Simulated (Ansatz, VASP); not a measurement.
## Rh: VASP beside Ansatz

```
Rh
1.0
    -1.53523    1.53523    1.53523
     1.53523   -1.53523    1.53523
     1.53523    1.53523   -1.53523
Rh
1
Direct
  0.00000 0.00000 0.00000
```

Alike in both runs: task single point; functional LDA; k mesh 16 × 16 × 16; occupations fermi-dirac, width 0.05 eV; no spin polarisation.

|  | VASP | Ansatz |
| --- | --- | --- |
| version | VASP 6.6.1 | Ansatz 0.2.0 |
| potentials or method | VASP PAW LDA potentials, release 64 (Rh_pv), cutoff 520 eV | all-electron LAPW, scalar-relativistic |

```csv
,VASP,Ansatz,Ansatz less VASP
pressure (GPa),-14.8,-15.5,-0.67
```

LDA's correlation is that of Perdew and Zunger in VASP and of Perdew and Wang (1992) in Ansatz. Ansatz ran all-electron here, and VASP with PAW potentials.
